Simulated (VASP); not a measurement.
Runs of VASP 6.6.1 on AgPt3. The structure is that of space group Pm-3m (No. 221), or close to it. The cells are those of the table. 

```csv
cell,gap on the mesh (eV),pressure (GPa)
"a = 3.900, b = 3.900, c = 3.939 Å, 4 atoms",none,(b)
"a = 3.976 Å, 4 atoms",none,(a)
"a = 3.951 Å, 4 atoms",none,-10.6
"a = 3.874 Å, 4 atoms",none,4.7
"a = 3.900 Å, 4 atoms",none,-1.1
```

Alike in all rows: task electric field gradients; level LDA; potentials or basis VASP PAW LDA potentials, release 64 (Ag_sv_GW, Pt_sv_GW); no spin polarisation; k mesh 9 × 9 × 9; cutoff (eV) 470; smearing fermi-dirac 0.08 eV.

Question: Fill in the values left out.

Answer: (a) -14.5; (b) -3.7.

Caveats: spin-orbit coupling is left out, which moves the levels of the heavy elements; the cell stands under tension (at least some runs); the cell stands under pressure (at least some runs).

A k mesh can miss the band edges, and the runs leave out spin-orbit coupling on Ag, Pt.

A gap of «none» marks levels without a gap at the run's occupations.
